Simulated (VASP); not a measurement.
Ru: single point with PBEsol

The system is Ru.

```
Ru
1.0
     4.27929    0.00000    0.00000
    -2.13965    3.70598    0.00000
     0.00000    0.00000    2.68565
Ru
3
Direct
  0.00000 0.00000 0.00000
  0.33333 0.66667 0.50000
  0.66667 0.33333 0.50000
```

This cell differs from its parent crystal: volume scaled by 1.04.

```
Program             : VASP 6.6.1
Task                : single point
Functional          : PBEsol
Potentials or basis : VASP PAW PBE potentials, release 64 (Ru_pv)
Cutoff              : 520 eV
k mesh              : 10 × 10 × 13
Occupations         : fermi-dirac, width 0.1 eV
Spin                : no spin polarisation
```

The pressure is -11.7 GPa and the band gap on the k mesh is zero (band 21 reaches 13.06 eV, above the bottom of band 22 at 10.80 eV).

Stress tensor (GPa, compression positive):
```
-12.26   0.00   0.00
  0.00 -12.26   0.00
  0.00   0.00 -10.42
```

Levels at points of the mesh, in eV from the Fermi level:
| k point | band 18 | band 19 | band 20 | band 21 | band 22 | band 23 | band 24 | band 25 |
| --- | --- | --- | --- | --- | --- | --- | --- | --- |
| (0.00, 0.00, 0.00) | -2.06 | -2.06 | -1.38 | -1.38 | -1.27 | -1.27 | 1.63 | 1.63 |
| (0.50, 0.00, 0.00) | -2.45 | -1.13 | -1.05 | 0.37 | 0.77 | 0.80 | 0.82 | 1.26 |

Wall time 40 s on 1 thread of Intel(R) Xeon(R) 6975P-C (Granite Rapids), with other jobs on the host, peak memory 0.21 GiB.

Caveat: the PAW data sets were made with another functional, which shifts forces and pressure a little.
